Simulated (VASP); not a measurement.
# Hf2Sc (P6/mmm) in VASP: notebook, part 2 of 2

VASP 6.6.1. Earlier steps stand in the parts before.

## (3) Single point, PBE

This run uses another cell than the first one, of 22.48 Å³/atom, 1.231 times its volume.

File INCAR:

```
SYSTEM = Hf2Sc
PREC     = Accurate       ! precision mode
ENCUT    = 520            ! plane-wave cutoff, eV
EDIFF    = 1E-6           ! SCF threshold, eV
ISMEAR   = 0              ! smearing method
SIGMA    = 0.1            ! smearing width, eV
LREAL    = .False.        ! projectors in reciprocal space
LASPH    = .True.         ! aspherical terms in the spheres
NELM     = 100            ! most SCF steps
ALGO     = Normal         ! electronic algorithm
ISIF     = 2              ! what is computed and relaxed
LWAVE    = .False.        ! write WAVECAR
LCHARG   = .False.        ! write CHGCAR
GGA      = PE             ! functional
NBANDS   = 22             ! bands
```

File KPOINTS:

```
regular mesh
0
Gamma
  6 6 4
  0 0 0
```

File POSCAR:

```
Hf2Sc
1.0
    5.0101692727      0.0000000000      0.0000000000
   -2.5050846364      4.3389338674      0.0000000000
    0.0000000000      0.0000000000      3.1021214083
Hf Sc
2 1
Direct
    0.3333333333      0.6666666667      0.5000000000
    0.6666666667      0.3333333333      0.5000000000
    0.0000000000      0.0000000000      0.0000000000
```

Potentials or basis: VASP PAW PBE potentials, release 64 (Hf_pv, Sc_sv).

On the command line:

```sh
> cat potpaw_PBE.64/Hf_pv/POTCAR potpaw_PBE.64/Sc_sv/POTCAR > POTCAR
> mpirun -np 1 vasp_std > vasp.out
```

OUTCAR:

```text
SYSTEM = Hf2Sc
   PREC = Accurate
   ENCUT = 520
   EDIFF = 1E-6
   ISMEAR = 0
   LREAL = .False.
   LASPH = .True.
   NELM = 100
   ISIF = 2
   GGA = PE

 ion  position               nearest neighbor table
   1  0.333  0.667  0.500-   2 2.89   2 2.89   2 2.89   3 3.28   3 3.28   3 3.28   3 3.28   3 3.28
                             3 3.28
   2  0.667  0.333  0.500-   1 2.89   1 2.89   1 2.89   3 3.28   3 3.28   3 3.28   3 3.28   3 3.28
                             3 3.28
   3  0.000  0.000  0.000-   1 3.28   2 3.28   1 3.28   2 3.28   2 3.28   2 3.28   1 3.28   1 3.28
                             2 3.28   2 3.28   1 3.28   1 3.28

  LATTYP: Found a hexagonal cell.
 ALAT       =     5.0101692727
 C/A-ratio  =     0.6191649901

  Lattice vectors:

 A1 = (   5.0101692727,   0.0000000000,   0.0000000000)
 A2 = (  -2.5050846364,   4.3389338674,   0.0000000000)
 A3 = (   0.0000000000,   0.0000000000,   3.1021214083)

Analysis of symmetry for initial positions (statically):
=====================================================================
 Subroutine PRICEL returns:
 Original cell was already a primitive cell.

 Routine SETGRP: Setting up the symmetry group for a
 hexagonal supercell.

 Subroutine GETGRP returns: Found 24 space group operations
 (whereof 24 operations were pure point group operations)
 out of a pool of 24 trial point group operations.

The static configuration has the point symmetry D_6h.

Analysis of symmetry for dynamics (positions and initial velocities):
=====================================================================
 Subroutine PRICEL returns:
 Original cell was already a primitive cell.

 Routine SETGRP: Setting up the symmetry group for a
 hexagonal supercell.

 Subroutine GETGRP returns: Found 24 space group operations
 (whereof 24 operations were pure point group operations)
 out of a pool of 24 trial point group operations.

The dynamic configuration has the point symmetry D_6h.

 Subroutine INISYM returns: Found 24 space group operations
 (whereof 24 operations are pure point group operations),
 and found     1 'primitive' translations

----------------------------------------------------------------------------------------

                                     Primitive cell

  volume of cell :      67.4364

  direct lattice vectors                    reciprocal lattice vectors
     5.010169273  0.000000000  0.000000000     0.199594055  0.115235681  0.000000000
    -2.505084636  4.338933867  0.000000000     0.000000000  0.230471362  0.000000000
     0.000000000  0.000000000  3.102121408     0.000000000  0.000000000  0.322360046

  length of vectors
     5.010169273  5.010169273  3.102121408     0.230471362  0.230471362  0.322360046

  position of ions in fractional coordinates (direct lattice)
     0.333333333  0.666666667  0.500000000
     0.666666667  0.333333333  0.500000000
     0.000000000  0.000000000  0.000000000

  ion indices of the primitive-cell ions
   primitive index   ion index
                 1           1
                 2           2
                 3           3

----------------------------------------------------------------------------------------

 KPOINTS: regular mesh

Automatic generation of k-mesh.
 Grid dimensions read from file:
 generate k-points for:    6    6    4

 Generating k-lattice:

  Cartesian coordinates                     Fractional coordinates (reciprocal lattice)
     0.033265676  0.019205947  0.000000000     0.166666667  0.000000000  0.000000000
     0.000000000  0.038411894  0.000000000     0.000000000  0.166666667  0.000000000
     0.000000000  0.000000000  0.080590012     0.000000000  0.000000000  0.250000000

  Length of vectors
     0.038411894  0.038411894  0.080590012

  Shift w.r.t. Gamma in fractional coordinates (k-lattice)
     0.000000000  0.000000000  0.000000000

 Subroutine IBZKPT returns following result:
 ===========================================

 Found     21 irreducible k-points:

 Following reciprocal coordinates:
            Coordinates               Weight
  0.000000  0.000000  0.000000      1.000000
  0.166667  0.000000  0.000000      6.000000
  0.333333  0.000000  0.000000      6.000000
  0.500000  0.000000  0.000000      3.000000
  0.166667  0.166667  0.000000      6.000000
  0.333333  0.166667  0.000000     12.000000
[... 13 lines left out ...]
  0.333333  0.166667  0.500000     12.000000
  0.333333  0.333333  0.500000      2.000000
   k-points           NKPTS =     21   k-points in BZ     NKDIM =     21   number of bands    NBANDS=     22
   number of dos      NEDOS =    301   number of ions     NIONS =      3
   total plane-waves  NPLWV =  38400
   dimension x,y,z NGX =    40 NGY =   40 NGZ =   24
   dimension x,y,z NGXF=    80 NGYF=   80 NGZF=   48
   ions per type =               2   1
   NGX,Y,Z   is equivalent  to a cutoff of  13.27, 13.27, 12.86 a.u.
   NGXF,Y,Z  is equivalent  to a cutoff of  26.55, 26.55, 25.72 a.u.
 SYSTEM =  Hf2Sc
   PREC   = accura    normal or accurate (medium, high low for compatibility)
   ISTART =      0    job   : 0-new  1-cont  2-samecut
   ICHARG =      2    charge: 1-file 2-atom 10-const
   ISPIN  =      1    spin polarized calculation?
   LNONCOLLINEAR =      F non collinear calculations
   LSORBIT =      F    spin-orbit coupling
   LASPH  =      T    aspherical Exc in radial PAW
   ENCUT  =  520.0 eV  38.22 Ry    6.18 a.u.   9.32  9.32  5.77*2*pi/ulx,y,z
   NELM   =    100;   NELMIN=  2; NELMDL= -5     # of ELM steps
   EDIFF  = 0.1E-05   stopping-criterion for ELM
   LREAL  =      F    real-space projection
   EDIFFG = 0.1E-04   stopping-criterion for IOM
   NSW    =      0    number of steps for IOM
   IBRION =     -1    ionic relax: 0-MD 1-quasi-New 2-CG
   NFREE  =      0    steps in history (QN), initial steepest desc. (CG)
   ISIF   =      2    stress and relaxation
   ISYM   =      2    0-nonsym 1-usesym 2-fastsym
   POTIM  = 0.5000    time-step for ionic-motion
   TEBEG  =    0.0;   TEEND  =   0.0 temperature during run
   PSTRESS=    0.0 pullay stress
   NELECT =      31.0000    total number of electrons
   NUPDOWN=      -1.0000    fix difference up-down
   EMIN   =  10.00;   EMAX   =-10.00  energy-range for DOS
   EFERMI =   0.00;   METHOD = LEGACY
   ISMEAR =     0;   SIGMA  =   0.10  broadening in eV -4-tet -1-fermi 0-gaus
   EFERMI_NEDOS =   21; number of points for ismear=-14 and -15
   IALGO  =     38    algorithm
   IMIX   =      4    mixing-type and parameters
     AMIX     =   0.40;   BMIX     =  1.00
     AMIX_MAG =   1.60;   BMIX_MAG =  1.00
  volume/ion in A,a.u.               =      22.48       151.69
  Fermi-wavevector in a.u.,A,eV,Ry     =   1.263467  2.387607 21.719653  1.596349
  Thomas-Fermi vector in A             =   2.396823
   LORBIT       =      0    0 simple, 1 ext, 2 COOP (PROOUT), +10 PAW based schemes
   GGA     = PE    functional components
   LHFCALC =     F    Hartree Fock is set to
   AEXX    =    0.0000 exact exchange contribution
   IVDW    =     0    specifies the selected vdW correction
   LEPSILON=     F    determine dielectric tensor
   LRPA    =     F    only Hartree local field effects (RPA)
 non-spin polarized calculation
 Gauss-broadening in eV      SIGMA  =   0.10
  energy-cutoff  :      520.00
  volume of cell :       67.44
 maximum number of plane-waves:      1842
 NGX is ok and might be reduce to    40
   NGX = 19   NGY = 19   NGZ = 11

 number of electron      31.0000002 magnetization

 Free energy of the ion-electron system (eV)
  ---------------------------------------------------
  ext. energy  EPLUGINS =         0.00000000
  ---------------------------------------------------
  free energy    TOTEN  =       -25.91423850 eV

  energy without entropy =      -25.89295261  energy(sigma->0) =      -25.90359555

 E-fermi :   4.3295     XC(G=0): -10.9259

 val. band max:        4.2975951486   @ k =   0.0000   0.0000   0.0000
 cond. band min:       4.3528628066   @ k =   0.3333   0.1667   0.2500
 fundamental gap:      0.0552676579
 Fermi energy:         4.3295041864

 k-point     1 :       0.0000    0.0000    0.0000
  band No.  band energies     occupation
      1     -44.7126      2.00000
      2     -26.2035      2.00000
      3     -26.2035      2.00000
      4     -25.7108      2.00000
      5     -25.5779      2.00000
      6     -25.5779      2.00000
[... 499 lines left out ...]
      6     -25.8342      2.00000
[... 14 lines left out ...]
     21       7.2914      0.00000
     22       7.7695      0.00000

------------------------ aborting loop because EDIFF is reached ----------------------------------------

  FORCE on cell =-STRESS in cart. coord.  units (eV):
  Direction    XX          YY          ZZ          XY          YZ          ZX
  --------------------------------------------------------------------------------------
  -------------------------------------------------------------------------------------
  Total       -0.0929968     -0.0929968     -0.0612791      0.0000000     -0.0000000      0.0000000
  in kB       -2.2094511     -2.2094511     -1.4558906      0.0000000     -0.0000000      0.0000000
  external PRESSURE =      -1.9582642 kB  Pullay stress =       0.0000000 kB

 VOLUME and BASIS-vectors are now :
 -----------------------------------------------------------------------------
  energy-cutoff  :      520.00
  volume of cell :       67.44
      direct lattice vectors                 reciprocal lattice vectors
     5.010169273  0.000000000  0.000000000     0.199594055  0.115235681  0.000000000
    -2.505084636  4.338933867  0.000000000     0.000000000  0.230471362  0.000000000
     0.000000000  0.000000000  3.102121408     0.000000000  0.000000000  0.322360046

 POSITION                                       TOTAL-FORCE (eV/Angst)
 -----------------------------------------------------------------------------------
     -0.00000      2.89262      1.55106         0.000000      0.000000      0.000000
      2.50508      1.44631      1.55106        -0.000000      0.000000      0.000000
      0.00000      0.00000      0.00000        -0.000000      0.000000      0.000000
 -----------------------------------------------------------------------------------
    total drift:                                0.000000     -0.000000      0.000000

  FREE ENERGIE OF THE ION-ELECTRON SYSTEM (eV)
  ---------------------------------------------------
  free  energy   TOTEN  =       -25.9142385020 eV

  energy  without entropy=      -25.8929526073  energy(sigma->0) =      -25.90359555
```

Run time: 15 s. Hardware: 1 thread of Intel Xeon 6975P-C (Granite Rapids), shared host; peak memory 0.2 GiB.

Results:

| Quantity | Value |
| --- | --- |
| Free energy | -25.9142 eV |
| Pressure | -0.2 GPa |

Stress tensor (GPa, compression positive):
```
-0.22  0.00  0.00
 0.00 -0.22  0.00
 0.00  0.00 -0.15
```

Caveat: the k points lie up to 0.51 Å⁻¹ apart; spin-orbit coupling is left out, which moves the levels of the heavy elements.

## (4) Single point, PBE

This run uses another cell than the first one, of 22.65 Å³/atom, 1.240 times its volume.

File INCAR:

```
  PREC = Accurate
  ENCUT = 520
  EDIFF = 1E-6
  ISMEAR = 0
  SIGMA = 0.1
  LREAL = F
  LASPH = T
  NELM = 100
  ALGO = Normal
  ISIF = 2
  LWAVE = F
  LCHARG = F
  GGA = PE
  NBANDS = 22
```

File KPOINTS:

```
Automatic mesh
0
Gamma
  6 6 6
```

File POSCAR:

```
Hf2Sc
1.0
    4.9967289215      0.0000000000      0.0000000000
   -2.4983644608      4.3272941818      0.0000000000
    0.0000000000      0.0000000000      3.1420041004
Hf Sc
2 1
Direct
    0.3333333333      0.6666666667      0.5000000000
    0.6666666667      0.3333333333      0.5000000000
    0.0000000000      0.0000000000      0.0000000000
```

On the command line:

```sh
> cat potpaw_PBE.64/Hf_pv/POTCAR potpaw_PBE.64/Sc_sv/POTCAR > POTCAR
> mpirun -np 1 vasp_std > vasp.out
```

Run time: 19 s. Hardware: 1 thread of Intel Xeon 6975P-C (Granite Rapids), shared host; peak memory 0.21 GiB.

The run converged. Its results:

```
Free energy : -25.8066 eV
Pressure    : -0.2 GPa
```

Stress tensor (GPa, compression positive):
```
-0.24  0.00  0.00
 0.00 -0.24  0.00
 0.00  0.00 -0.12
```

Levels at points of the mesh, in eV from the Fermi level:
```
           k point  band 14  band 15  band 16  band 17  band 18  band 19
(0.00, 0.00, 0.00)    -0.37    -0.29     0.03     0.03     1.74     2.35
(0.50, 0.00, 0.00)    -0.19    -0.07     0.20     1.00     1.23     1.54
(0.00, 0.00, 0.50)    -1.25    -0.85    -0.85     1.63     1.63     2.12
(0.50, 0.00, 0.50)    -0.58    -0.47    -0.46     0.59     1.26     1.70
```

Caveat: spin-orbit coupling is left out, which moves the levels of the heavy elements.

## (5) Overview

| cell | k mesh | gap on the mesh (eV) | pressure (GPa) |
| --- | --- | --- | --- |
| a = 3.884, b = 3.884, c = 4.194 Å, angles 90.0, 90.0, 120.0°, 3 atoms | 6 × 6 × 4 | none | 47.4 |
| a = 5.010, b = 5.010, c = 3.102 Å, angles 90.0, 90.0, 120.0°, 3 atoms | 6 × 6 × 4 | none | -0.2 |
| a = 4.997, b = 4.997, c = 3.142 Å, angles 90.0, 90.0, 120.0°, 3 atoms | 6 × 6 × 6 | none | -0.2 |

Alike in all rows: task single point; level PBE; potentials or basis VASP PAW PBE potentials, release 64 (Hf_pv, Sc_sv); no spin polarisation; cutoff (eV) 520; smearing gaussian 0.1 eV.

Caveats: some runs use coarse meshes; spin-orbit coupling is left out, which moves the levels of the heavy elements.

Absolute energies hang on the potentials; compare differences alone.
